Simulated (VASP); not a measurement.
Input of a VASP 6.6.1 run:

File INCAR:

```
SYSTEM = CdBi2
PREC = Accurate
ENCUT = 520
EDIFF = 1E-6
ISMEAR = 0
SIGMA = 0.1
LREAL = .False.
LASPH = .True.
NELM = 80
ALGO = Fast
ISIF = 2
LWAVE = .False.
LCHARG = .True.
GGA = PE
LELF = .True.
LVHAR = .True.
NBANDS = 51
```

KPOINTS

```
regular mesh
0
Gamma
  12 12 4
  0 0 0
```

The input POSCAR:

```
CdBi2
1.0
    3.5101563879      0.0000000000      0.0000000000
   -1.7550781940      3.0398846032      0.0000000000
    0.0000000000      0.0000000000     16.5158298801
Cd Bi
2 4
Direct
    0.3333333333      0.6666666667      0.2500000000
    0.6666666667      0.3333333333      0.7500000000
    0.3333333333      0.6666666667      0.5918387052
    0.6666666667      0.3333333333      0.0918387052
    0.3333333333      0.6666666667      0.9081612948
    0.6666666667      0.3333333333      0.4081612948
```

Potentials or basis: VASP PAW PBE potentials, release 64 (Cd, Bi_d).

Command:

```bash
$ cat potpaw_PBE.64/Cd/POTCAR potpaw_PBE.64/Bi_d/POTCAR > POTCAR
$ mpirun -np 1 vasp_std > vasp.out
```

Q: What does it give for the pressure?

A: 0.0 GPa.

Q: Predict the largest force.

A: 0.009 eV/Å.

Forces on the atoms (eV/Å):
```
Cd   0.000  0.000  0.000
Cd   0.000  0.000  0.000
Bi   0.000  0.000 -0.009
Bi   0.000  0.000 -0.009
Bi   0.000  0.000  0.009
Bi   0.000  0.000  0.009
```
